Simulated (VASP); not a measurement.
# Si8O15 (a cell with a defect) in VASP: a series of runs, part 2 of 2

VASP 6.6.1. Earlier steps stand in the parts before.

### 4 Single point, PBE+D3(BJ)

The COD entry that gives the cell may itself be a prediction, so a difference from it is no test against experiment.

File INCAR:

```
SYSTEM = Si8O15
  ALGO = Normal
  EDIFF = 1E-6
  ENCUT = 520
  GGA = PE
  ISIF = 2
  ISMEAR = -1
  IVDW = 12
  LASPH = .True.
  LCHARG = .False.
  LREAL = Auto
  LWAVE = .False.
  NBANDS = 78
  NELM = 100
  PREC = Accurate
  SIGMA = 0.05
```

File KPOINTS:

```
k-points
0
Gamma
  2 2 2
  0 0 0
```

File POSCAR:

```
Si8O15
1.0
   -4.2244000000     -4.2244000000      0.0000000000
    4.2244000000     -4.2244000000      0.0000000000
    0.0000000000      0.0000000000      5.3792000000
Si O
8 15
Direct
    0.5068472446      0.4998204479      0.0011375297
    0.0023528785      0.4998760771      0.2515983789
    0.5007025850      0.4996759303      0.5011380874
    0.0023527602      0.4998759587      0.7506789114
    0.0093632232     -0.0001500805      0.0011395747
    0.5071885948     -0.0003177966      0.2500593025
   -0.0707047155     -0.0001238046      0.5011414337
    0.5072076508     -0.0003172048      0.7521992118
    0.1969174321      0.4999015245      0.0011384593
   -0.0005983098      0.1923779708      0.2533832168
    0.8103237146      0.4999863886      0.0011390170
   -0.0005031484      0.8073774974      0.2534644557
    0.1966888789      0.4997882540      0.5011388311
   -0.0005977180      0.1923785626      0.7488961184
    0.8089402045      0.4998525234      0.5011380874
   -0.0005026749      0.8073770240      0.7488146936
    0.6990401004     -0.0002999242      0.0011410619
    0.5068323312      0.6931747704      0.2507592207
    0.3110225121     -0.0002235820      0.0011319527
    0.5069480873      0.3064755942      0.2506123587
    0.5068339883      0.6931738235      0.7515158388
    0.3462452656      0.0001542231      0.5011326963
    0.5069499811      0.3064758309      0.7516625149
```

Potentials or basis: VASP PAW PBE potentials, release 64 (Si, O).

Launch:

```sh
> cat potpaw_PBE.64/Si/POTCAR potpaw_PBE.64/O/POTCAR > POTCAR
> mpirun -np 1 vasp_std > vasp.out
```

OUTCAR:

```text
SYSTEM = Si8O15
   EDIFF = 1E-6
   ENCUT = 520
   GGA = PE
   ISIF = 2
   ISMEAR = -1
   IVDW = 12
   LASPH = .True.
   LREAL = Auto
   NELM = 100
   PREC = Accurate
 IVDW          = 12

 ion  position               nearest neighbor table
   1  0.507  0.500  0.001-  23 1.77  20 1.77  21 1.77  18 1.77  11 1.81   9 1.85   3 2.69   3 2.69

   2  0.002  0.500  0.252-  11 1.77  15 1.77  13 1.77   9 1.78  10 1.84  12 1.84   4 2.68   4 2.69

   3  0.501  0.500  0.501-  23 1.77  20 1.77  21 1.78  18 1.78  13 1.82  15 1.84   1 2.69   1 2.69
[... 12 lines left out ...]
  10  0.999  0.192  0.253-   5 1.78   7 1.81   2 1.84
  11  0.810  0.500  0.001-   2 1.77   4 1.77   1 1.81
  12  0.999  0.807  0.253-   5 1.78   7 1.81   2 1.84
  13  0.197  0.500  0.501-   4 1.77   2 1.77   3 1.82
  14  0.999  0.192  0.749-   5 1.78   7 1.81   4 1.84
  15  0.809  0.500  0.501-   2 1.77   4 1.77   3 1.84
  16  0.999  0.807  0.749-   5 1.78   7 1.81   4 1.84
  17  0.699  1.000  0.001-   6 1.76   8 1.76   5 1.85
  18  0.507  0.693  0.251-   1 1.77   3 1.78   6 1.83
  19  0.311  1.000  0.001-   6 1.78   8 1.78   5 1.80
  20  0.507  0.306  0.251-   1 1.77   3 1.77   6 1.83
  21  0.507  0.693  0.752-   1 1.77   3 1.78   8 1.83
  22  0.346  0.000  0.501-   6 1.66   8 1.66   7 2.49
  23  0.507  0.306  0.752-   1 1.77   3 1.77   8 1.83

  LATTYP: Found a simple tetragonal cell.
 ALAT       =     5.9742037729
 C/A-ratio  =     0.9004045065

  Lattice vectors:

 A1 = (  -4.2244000000,  -4.2244000000,   0.0000000000)
 A2 = (   4.2244000000,  -4.2244000000,   0.0000000000)
 A3 = (   0.0000000000,   0.0000000000,   5.3792000000)

Analysis of symmetry for initial positions (statically):
=====================================================================
 Subroutine PRICEL returns:
 Original cell was already a primitive cell.

 Routine SETGRP: Setting up the symmetry group for a
 simple tetragonal supercell.

 Subroutine GETGRP returns: Found  1 space group operations
 (whereof  1 operations were pure point group operations)
 out of a pool of 16 trial point group operations.
[... 164 lines left out ...]
   LORBIT       =      0    0 simple, 1 ext, 2 COOP (PROOUT), +10 PAW based schemes
   GGA     = PE    functional components
   LHFCALC =     F    Hartree Fock is set to
   AEXX    =    0.0000 exact exchange contribution
   IVDW    =    12    specifies the selected vdW correction
   LEPSILON=     F    determine dielectric tensor
   LRPA    =     F    only Hartree local field effects (RPA)
 non-spin polarized calculation
  energy-cutoff  :      520.00
  volume of cell :      191.99
 maximum number of plane-waves:      5232
 NGX is ok and might be reduce to    48
   NGX = 23   NGY = 23   NGZ = 21

 number of electron     121.9999954 magnetization

 Free energy of the ion-electron system (eV)
  ---------------------------------------------------
  ext. energy  EPLUGINS =         0.00000000
  ---------------------------------------------------
  free energy    TOTEN  =      -173.86809663 eV

  energy without entropy =     -173.86809663  energy(sigma->0) =     -173.86809663

 E-fermi :   9.5046     XC(G=0): -11.9343

 val. band max:        8.3340626496   @ k =   0.5000   0.5000   0.5000
 cond. band min:      11.1831282212   @ k =   0.5000   0.0000   0.5000
 fundamental gap:      2.8490655716
 Fermi energy:         9.5045607111

 k-point     1 :       0.0000    0.0000    0.0000
  band No.  band energies     occupation
      1     -14.6155      2.00000
      2     -13.0649      2.00000
      3     -12.9340      2.00000
      4     -12.1724      2.00000
      5     -12.0921      2.00000
      6     -11.7751      2.00000
[... 597 lines left out ...]
     72      17.6333      0.00000
     73      17.6990      0.00000
 [bands above 73 left out]

------------------------ aborting loop because EDIFF is reached ----------------------------------------

 Edisp (eV)   -5.31603

 E8    (eV) :    -1.8421

  FORCE on cell =-STRESS in cart. coord.  units (eV):
  Direction    XX          YY          ZZ          XY          YZ          ZX
  --------------------------------------------------------------------------------------
  -------------------------------------------------------------------------------------
  Total      -4.24704    -4.20881    -4.81627     0.98930    -0.00174    -0.00091
  in kB     -35.44206   -35.12303   -40.19233     8.25584    -0.01453    -0.00761
  external pressure =      -36.92 kB  Pullay stress =        0.00 kB

 VOLUME and BASIS-vectors are now :
 -----------------------------------------------------------------------------
  energy-cutoff  :      520.00
  volume of cell :      191.99
      direct lattice vectors                 reciprocal lattice vectors
    -4.224400000 -4.224400000  0.000000000    -0.118360004 -0.118360004  0.000000000
     4.224400000 -4.224400000  0.000000000     0.118360004 -0.118360004  0.000000000
     0.000000000  0.000000000  5.379200000     0.000000000  0.000000000  0.185901249

 POSITION                                       TOTAL-FORCE (eV/Angst)
 -----------------------------------------------------------------------------------
     -0.02968     -4.25257      0.00612        -0.083812     -0.087308     -0.000639
      2.10174     -2.12162      1.35340        -0.053962     -0.053908      0.032340
     -0.00434     -4.22600      2.69572        -0.034773     -0.044485     -0.000937
      2.10174     -2.12162      4.03805        -0.054425     -0.054070     -0.029467
      4.18421     -4.26332      0.00613        -0.066021     -0.065277     -0.000416
      2.08049     -6.36562      1.34512         0.003655     -0.011934      0.174270
[... 15 lines left out ...]
     -1.46203     -1.46333      2.69569         0.637396      0.658587     -0.001595
     -0.84688     -3.43624      4.04334        -0.092611     -0.058143     -0.053195
 -----------------------------------------------------------------------------------
    total drift:                               -0.001316      0.009084      0.014530

  FREE ENERGIE OF THE ION-ELECTRON SYSTEM (eV)
  ---------------------------------------------------
  free  energy   TOTEN  =      -179.1841283907 eV

  energy  without entropy=     -179.1841283907  energy(sigma->0) =     -179.18412839
```

It took 2.3 min on 1 thread of AMD EPYC 9R45 (Zen 5), shared host; peak memory 0.28 GiB.

What came out:

```
Free energy                : -179.1841 eV
Pressure                   : -3.7 GPa
Largest force              : 0.917 eV/Å
Band gap on the k mesh     : 2.85 eV
Dispersion energy per atom : -0.231 eV
```

Forces on the atoms (eV/Å):
```
Si  -0.084 -0.087 -0.001
Si  -0.054 -0.054  0.032
Si  -0.035 -0.044 -0.001
Si  -0.054 -0.054 -0.029
Si  -0.066 -0.065  0.000
Si   0.004 -0.012  0.174
Si   0.166  0.166 -0.001
Si   0.003 -0.011 -0.179
O   -0.065 -0.061 -0.003
O    0.009  0.030  0.091
O   -0.055 -0.052  0.003
O    0.028  0.011  0.090
O   -0.068 -0.067 -0.003
O    0.012  0.029 -0.089
O   -0.036 -0.036 -0.002
O    0.030  0.013 -0.088
O   -0.027 -0.028 -0.002
O   -0.063 -0.090  0.050
O   -0.034 -0.036  0.005
O   -0.093 -0.061  0.055
O   -0.062 -0.091 -0.048
O    0.637  0.659 -0.002
O   -0.093 -0.058 -0.053
```

Levels at points of the mesh, in eV from the valence-band top:
```csv
k point,band 57,band 58,band 59,band 60,band 61,band 62,band 63,band 64,band 65,band 66
"(0.00, 0.00, 0.00)",-2.28,-2.14,-1.73,-1.00,-0.90,4.61,4.68,4.92,5.89,5.97
"(0.50, 0.00, 0.00)",-2.44,-2.03,-1.74,-1.48,-0.47,4.03,4.46,5.64,6.18,6.56
"(0.00, 0.50, 0.00)",-2.39,-2.30,-1.95,-1.86,-0.25,5.02,5.10,5.17,6.06,6.08
"(0.50, 0.50, 0.00)",-2.34,-2.24,-2.05,-1.75,-0.32,4.52,5.01,5.83,6.47,6.89
"(0.00, 0.00, 0.50)",-2.30,-2.17,-1.60,-1.54,-0.15,2.85,5.47,6.24,6.43,6.78
"(0.50, 0.00, 0.50)",-1.95,-1.86,-1.64,-1.49,-0.12,2.85,4.96,6.60,6.86,7.22
"(0.00, 0.50, 0.50)",-2.03,-1.91,-1.87,-1.78,-0.16,3.44,6.02,6.51,6.62,6.63
"(0.50, 0.50, 0.50)",-2.24,-2.20,-2.20,-2.00,0.00,3.33,5.10,6.59,7.65,7.69
```

Caveat: the k points lie up to 0.58 Å⁻¹ apart.
